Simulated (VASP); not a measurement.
A run of VASP 6.6.1:

File INCAR:

```
PREC = Accurate
ENCUT = 520
EDIFF = 1E-7
ISMEAR = 1
SIGMA = 0.1
LREAL = False
LASPH = True
NELM = 80
ALGO = Normal
ISIF = 2
LWAVE = False
LCHARG = False
GGA = PS
NBANDS = 8
```

KPOINTS

```
regular mesh
0
Gamma
  18 18 18
```

POSCAR

```
As
1.0
    1.6609575711      1.6609575711      1.6609575711
   -1.6609575711      1.6609575711      1.6609575711
   -1.6609575711     -1.6609575711      1.6609575711
As
1
Direct
    0.0000000000      0.0000000000      0.0000000000
```

Potentials or basis: VASP PAW PBE potentials, release 64 (As).

Run with:

```bash
$ cat potpaw_PBE.64/As/POTCAR > POTCAR
$ mpirun -np 1 vasp_std > vasp.out
```

Hardware: 1 thread of Intel(R) Xeon(R) Platinum 8375C CPU @ 2.90GHz (Ice Lake), on a shared host.

**Question.** Estimate the wall time of this run.

**Answer.** Run time: 27 s on 1 thread of Intel(R) Xeon(R) Platinum 8375C CPU @ 2.90GHz (Ice Lake) (shared host), peak memory 0.15 GiB. Counts: scf iterations 9, k points 195.
